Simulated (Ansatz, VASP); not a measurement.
AlAs: VASP beside Ansatz

```
Al As
1.0
     0.00000    2.83219    2.83219
     2.83219    0.00000    2.83219
     2.83219    2.83219    0.00000
Al As
1 1
Direct
  0.00000 0.00000 0.00000
  0.25000 0.25000 0.25000
```

Alike in both runs: functional PBE; dispersion D3(BJ); k mesh 8 × 8 × 8; occupations gaussian, width 0.02 eV; no spin polarisation.

Ansatz relaxed the structure, and its values are those at the end. VASP's run is a single point on that final structure, the one shown.

|  | VASP | Ansatz |
| --- | --- | --- |
| version | VASP 6.6.1 | Ansatz 0.2.0 |
| potentials or method | VASP PAW PBE potentials, release 64 (Al, As), cutoff 500 eV | scalar-relativistic, plane waves, PAW |
| valence electrons in the cell | 8 | 18 |

|  | VASP | Ansatz | Ansatz less VASP |
| --- | --- | --- | --- |
| gap on the k mesh at the Fermi level (eV) | 1.44 | 1.45 | +0.011 |
| least direct gap on the mesh (eV) | 2.05 | 2.04 | -0.005 |
| pressure (GPa) | 0.2 | 0.0 | -0.20 |

VASP's potentials hold 8 valence electrons a cell and Ansatz's 18, so a difference there can come from the potentials and not from the codes.
